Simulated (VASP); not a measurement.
BN: single point with BLYP

BN:

```
B N
1.0
     2.53600    0.00000    0.00000
    -1.26800    2.19624    0.00000
     0.00000    0.00000    4.19900
B N
2 2
Cartesian
  1.2680 0.7321 0.0000
  0.0000 1.4642 2.0995
  1.2680 0.7321 1.5746
  0.0000 1.4642 3.6741
```

```json
{
  "Program": "VASP 6.6.1",
  "Task": "single point",
  "Functional": "BLYP",
  "Potentials or basis": "VASP PAW PBE potentials, release 64 (B, N)",
  "Cutoff": "520 eV",
  "k mesh": "8 × 8 × 5",
  "Occupations": "gaussian, width 0.01 eV",
  "Spin": "no spin polarisation"
}
```

| Item | Value |
| --- | --- |
| Pressure | 15.0 GPa |
| Largest force | 0.042 eV/Å |
| Band gap on the k mesh | 5.91 eV, indirect (least direct gap 8.55 eV) |

Forces in eV/Å, atoms in the order of the input:
```
B    0.000  0.000  0.042
B    0.000  0.000  0.042
N    0.000  0.000 -0.042
N    0.000  0.000 -0.042
```

Stress tensor (GPa, compression positive):
```
15.37  0.00  0.00
 0.00 15.37  0.00
 0.00  0.00 14.35
```

Levels at points of the mesh, in eV from the valence-band top:
```
           k point  band 6  band 7  band 8  band 9  band 10  band 11
(0.00, 0.00, 0.00)   -0.24    0.00    0.00    8.57     8.57     8.78
(0.50, 0.00, 0.00)   -4.94   -4.30   -2.11    7.13     8.31    10.88
```

Wall time 42 s on 1 thread of AMD EPYC 7R13, with other jobs on the host, peak memory 0.1 GiB.

Caveat: the PAW data sets were made with another functional, which shifts forces and pressure a little. A k mesh can miss the band edges.
